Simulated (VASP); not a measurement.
# Cu in VASP: notebook

Cu is run at these levels: PBE; tasks: electric field gradients.

All numbers are computed with VASP 6.6.1; they aren't measurements. Logs are shortened: lines on timing, memory, paths and dates and some standing lists are left out, and cuts for length are marked.

## Step 1: The cell of the first run

Symmetry: I4/mmm, No. 139, tetragonal system. Conventional cell: a = 2.582 Å, b = 2.582 Å, c = 3.615 Å, α = 90.00°, β = 90.00°, γ = 90.00°. Within 3.4 Å of Cu (site symmetry 4/mmm) lie 12 Cu at 2.57 to 2.58 Å.

## Step 2: Electric field gradients, PBE (equal xx and yy strain of +1 %)

INCAR reads:

```
SYSTEM = Cu
  PREC = Accurate
  ENCUT = 520
  EDIFF = 1E-8
  ISMEAR = -1
  SIGMA = 0.08
  LREAL = .False.
  LASPH = .True.
  NELM = 80
  ALGO = Normal
  ISIF = 2
  LWAVE = .False.
  LCHARG = .False.
  GGA = PE
  LEFG = .True.
  NBANDS = 12
```

KPOINTS reads:

```
Automatic mesh
0
Gamma
  19 19 19
  0 0 0
```

POSCAR reads:

```
Cu
1.0
    0.0000000000      1.8255750000      1.8075000000
    1.8255750000      0.0000000000      1.8075000000
    1.8255750000      1.8255750000      0.0000000000
Cu
1
Direct
    0.0000000000      0.0000000000      0.0000000000
```

Potentials or basis: VASP PAW PBE potentials, release 64 (Cu).

On the command line:

```
cat potpaw_PBE.64/Cu/POTCAR > POTCAR
mpirun -np 1 vasp_std > vasp.out
```

OUTCAR:

```text
SYSTEM = Cu
   PREC = Accurate
   ENCUT = 520
   EDIFF = 1E-8
   ISMEAR = -1
   LREAL = .False.
   LASPH = .True.
   NELM = 80
   ISIF = 2
   GGA = PE

 ion  position               nearest neighbor table
   1  0.000  0.000  0.000-

  LATTYP: Found a body centered tetragonal cell.
 ALAT       =     2.5817529241
 C/A-ratio  =     1.4002114479

  Lattice vectors:

 A1 = (   0.0000000000,  -1.8255750000,  -1.8075000000)
 A2 = (   0.0000000000,   1.8255750000,  -1.8075000000)
 A3 = (   1.8255750000,   0.0000000000,   1.8075000000)

Analysis of symmetry for initial positions (statically):
=====================================================================
 Subroutine PRICEL returns:
 Original cell was already a primitive cell.

 Routine SETGRP: Setting up the symmetry group for a
 body centered tetragonal supercell.

 Subroutine GETGRP returns: Found 16 space group operations
 (whereof 16 operations were pure point group operations)
 out of a pool of 16 trial point group operations.

The static configuration has the point symmetry D_4h.

Analysis of symmetry for dynamics (positions and initial velocities):
=====================================================================
 Subroutine PRICEL returns:
 Original cell was already a primitive cell.

 Routine SETGRP: Setting up the symmetry group for a
 body centered tetragonal supercell.

 Subroutine GETGRP returns: Found 16 space group operations
 (whereof 16 operations were pure point group operations)
 out of a pool of 16 trial point group operations.

The dynamic configuration has the point symmetry D_4h.

 Subroutine INISYM returns: Found 16 space group operations
 (whereof 16 operations are pure point group operations),
 and found     1 'primitive' translations

----------------------------------------------------------------------------------------

                                     Primitive cell

  volume of cell :      12.0478

  direct lattice vectors                    reciprocal lattice vectors
     0.000000000  1.825575000  1.807500000    -0.273886310  0.273886310  0.276625173
     1.825575000  0.000000000  1.807500000     0.273886310 -0.273886310  0.276625173
     1.825575000  1.825575000  0.000000000     0.273886310  0.273886310 -0.276625173

  length of vectors
     2.569003762  2.569003762  2.581752924     0.475971541  0.475971541  0.475971541

  position of ions in fractional coordinates (direct lattice)
     0.000000000  0.000000000  0.000000000

  ion indices of the primitive-cell ions
   primitive index   ion index
                 1           1

----------------------------------------------------------------------------------------

 KPOINTS: Automatic mesh

Automatic generation of k-mesh.
 Grid dimensions read from file:
 generate k-points for:   19   19   19

 Generating k-lattice:

  Cartesian coordinates                     Fractional coordinates (reciprocal lattice)
    -0.014415069  0.014415069  0.014559220     0.052631579  0.000000000  0.000000000
     0.014415069 -0.014415069  0.014559220     0.000000000  0.052631579  0.000000000
     0.014415069  0.014415069 -0.014559220     0.000000000  0.000000000  0.052631579

  Length of vectors
     0.025051134  0.025051134  0.025051134

  Shift w.r.t. Gamma in fractional coordinates (k-lattice)
     0.000000000  0.000000000  0.000000000

 Subroutine IBZKPT returns following result:
 ===========================================

 Found    550 irreducible k-points:

 Following reciprocal coordinates:
            Coordinates               Weight
  0.000000  0.000000  0.000000      1.000000
  0.052632 -0.000000  0.000000      8.000000
  0.105263 -0.000000  0.000000      8.000000
  0.157895 -0.000000  0.000000      8.000000
  0.210526 -0.000000  0.000000      8.000000
  0.263158 -0.000000  0.000000      8.000000
[... 16 lines left out ...]
 -0.315789  0.052632  0.000000      8.000000
 -0.263158  0.052632  0.000000      8.000000
 [... further k-points ...]
   k-points           NKPTS =    550   k-points in BZ     NKDIM =    550   number of bands    NBANDS=     12
   number of dos      NEDOS =    301   number of ions     NIONS =      1
   total plane-waves  NPLWV =   8000
   dimension x,y,z NGX =    20 NGY =   20 NGZ =   20
   dimension x,y,z NGXF=    40 NGYF=   40 NGZF=   40
   ions per type =               1
   NGX,Y,Z   is equivalent  to a cutoff of  12.94, 12.94, 12.88 a.u.
   NGXF,Y,Z  is equivalent  to a cutoff of  25.88, 25.88, 25.76 a.u.
 SYSTEM =  Cu
   PREC   = accura    normal or accurate (medium, high low for compatibility)
   ISTART =      0    job   : 0-new  1-cont  2-samecut
   ICHARG =      2    charge: 1-file 2-atom 10-const
   ISPIN  =      1    spin polarized calculation?
   LNONCOLLINEAR =      F non collinear calculations
   LSORBIT =      F    spin-orbit coupling
   LASPH  =      T    aspherical Exc in radial PAW
   ENCUT  =  520.0 eV  38.22 Ry    6.18 a.u.   4.78  4.78  4.80*2*pi/ulx,y,z
   NELM   =     80;   NELMIN=  2; NELMDL= -5     # of ELM steps
   EDIFF  = 0.1E-07   stopping-criterion for ELM
   LREAL  =      F    real-space projection
   EDIFFG = 0.1E-06   stopping-criterion for IOM
   NSW    =      0    number of steps for IOM
   IBRION =     -1    ionic relax: 0-MD 1-quasi-New 2-CG
   NFREE  =      0    steps in history (QN), initial steepest desc. (CG)
   ISIF   =      2    stress and relaxation
   ISYM   =      2    0-nonsym 1-usesym 2-fastsym
   POTIM  = 0.5000    time-step for ionic-motion
   TEBEG  =    0.0;   TEEND  =   0.0 temperature during run
   PSTRESS=    0.0 pullay stress
   NELECT =      11.0000    total number of electrons
   NUPDOWN=      -1.0000    fix difference up-down
   EMIN   =  10.00;   EMAX   =-10.00  energy-range for DOS
   EFERMI =   0.00;   METHOD = LEGACY
   ISMEAR =    -1;   SIGMA  =   0.08  broadening in eV -4-tet -1-fermi 0-gaus
   EFERMI_NEDOS =   21; number of points for ismear=-14 and -15
   IALGO  =     38    algorithm
   IMIX   =      4    mixing-type and parameters
     AMIX     =   0.40;   BMIX     =  1.00
     AMIX_MAG =   1.60;   BMIX_MAG =  1.00
  volume/ion in A,a.u.               =      12.05        81.30
  Fermi-wavevector in a.u.,A,eV,Ry     =   1.588193  3.001249 34.318734  2.522356
  Thomas-Fermi vector in A             =   2.687234
   LORBIT       =      0    0 simple, 1 ext, 2 COOP (PROOUT), +10 PAW based schemes
   GGA     = PE    functional components
   LHFCALC =     F    Hartree Fock is set to
   AEXX    =    0.0000 exact exchange contribution
   IVDW    =     0    specifies the selected vdW correction
   LEPSILON=     F    determine dielectric tensor
   LRPA    =     F    only Hartree local field effects (RPA)
 non-spin polarized calculation
  energy-cutoff  :      520.00
  volume of cell :       12.05
 maximum number of plane-waves:       334
   NGX =  9   NGY =  9   NGZ =  9

 number of electron      10.9999995 magnetization

 Free energy of the ion-electron system (eV)
  ---------------------------------------------------
  ext. energy  EPLUGINS =         0.00000000
  ---------------------------------------------------
  free energy    TOTEN  =        -3.72960199 eV

  energy without entropy =       -3.72214905  energy(sigma->0) =       -3.72587552

 E-fermi :   7.3802     XC(G=0): -12.6114

 val. band max:        7.3783243784   @ k =  -0.3684   0.0000   0.1579
 cond. band min:       7.3837260515   @ k =  -0.1053   0.3684   0.3158
 fundamental gap:      0.0054016730
 Fermi energy:         7.3801801610

 k-point     1 :       0.0000    0.0000    0.0000
  band No.  band energies     occupation
      1      -1.8597      2.00000
      2       4.3535      2.00000
      3       4.3535      2.00000
      4       4.4001      2.00000
      5       5.1421      2.00000
      6       5.1881      2.00000
      7      29.7777      0.00000
      8      32.2558      0.00000
      9      32.2558      0.00000
     10      32.2886      0.00000
     11      34.7264      0.00000
     12      34.7520      0.00000

 k-point     2 :       0.0526   -0.0000    0.0000
  band No.  band energies     occupation
      1      -1.7601      2.00000
      2       4.3410      2.00000
      3       4.3723      2.00000
      4       4.4105      2.00000
      5       5.1352      2.00000
      6       5.1801      2.00000
      7      29.1888      0.00000
      8      31.0091      0.00000
      9      31.9182      0.00000
     10      31.9500      0.00000
     11      35.2087      0.00000
     12      35.2307      0.00000
[... 316 lines left out ...]
 k-point    24 :      -0.2632    0.0526    0.0000
  band No.  band energies     occupation
      1       0.7734      2.00000
      2       4.1128      2.00000
      3       4.5064      2.00000
      4       4.5109      2.00000
      5       5.2159      2.00000
      6       5.4588      2.00000
      7      18.2626      0.00000
      8      27.1238      0.00000
      9      30.1703      0.00000
     10      31.1875      0.00000
     11      33.3390      0.00000
     12      34.7997      0.00000

 [... further k-points ...]
[... 5 lines left out ...]
  --------------------------------------------------------------------------------------
  -------------------------------------------------------------------------------------
  Total       -0.0535013     -0.0535013     -0.0251266      0.0000000      0.0000000      0.0000000
  in kB       -7.1148809     -7.1148809     -3.3414572      0.0000000      0.0000000      0.0000000
  external PRESSURE =      -5.8570730 kB  Pullay stress =       0.0000000 kB

 VOLUME and BASIS-vectors are now :
 -----------------------------------------------------------------------------
  energy-cutoff  :      520.00
  volume of cell :       12.05
      direct lattice vectors                 reciprocal lattice vectors
     0.000000000  1.825575000  1.807500000    -0.273886310  0.273886310  0.276625173
     1.825575000  0.000000000  1.807500000     0.273886310 -0.273886310  0.276625173
     1.825575000  1.825575000  0.000000000     0.273886310  0.273886310 -0.276625173

 POSITION                                       TOTAL-FORCE (eV/Angst)
 -----------------------------------------------------------------------------------
      0.00000      0.00000      0.00000         0.000000      0.000000      0.000000
 -----------------------------------------------------------------------------------
    total drift:                                0.000000      0.000000      0.000000

  FREE ENERGIE OF THE ION-ELECTRON SYSTEM (eV)
  ---------------------------------------------------
  free  energy   TOTEN  =        -3.7296019901 eV

  energy  without entropy=       -3.7221490512  energy(sigma->0) =       -3.72587552

 Electric field gradients (V/A^2)
---------------------------------------------------------------------
 ion       V_xx      V_yy      V_zz      V_xy      V_xz      V_yz
---------------------------------------------------------------------
   1      -0.016    -0.016     0.031     0.001     0.003     0.003
---------------------------------------------------------------------

 Electric field gradients after diagonalization (V/A^2)
 (convention: |V_zz| > |V_xx| > |V_yy|)
----------------------------------------------------------------------
 ion       V_xx      V_yy      V_zz     asymmetry (V_yy - V_xx)/ V_zz
----------------------------------------------------------------------
   1      -0.017    -0.014     0.031       0.082
----------------------------------------------------------------------

           NMR quadrupolar parameters

 Cq : quadrupolar parameter    Cq=e*Q*V_zz/h
 eta: asymmetry parameters     (V_yy - V_xx)/ V_zz
 Q  : nuclear electric quadrupole moment in mb (millibarn)
----------------------------------------------------------------------
 ion       Cq(MHz)       eta       Q (mb)
----------------------------------------------------------------------
   1       0.000       0.082       1.000
----------------------------------------------------------------------
```

Run time: 29 s. Hardware: 1 thread of Intel Xeon 6975P-C (Granite Rapids), shared host; peak memory 0.18 GiB.

What came out:

```
Free energy : -3.7296 eV
Pressure    : -0.6 GPa
```

Levels at points of the mesh, in eV from the Fermi level:
```tsv
k point	band 3	band 4	band 5	band 6	band 7	band 8	band 9	band 10
(0.00, 0.00, 0.00)	-3.03	-2.98	-2.24	-2.19	22.40	24.88	24.88	24.91
```

Caveat: the cell differs from its parent crystal (equal xx and yy strain of +1 %); without QUAD_EFG the Cq values of the log hold for a quadrupole moment of 1 mb, not for the nuclei.

[end of part 1 of 2]
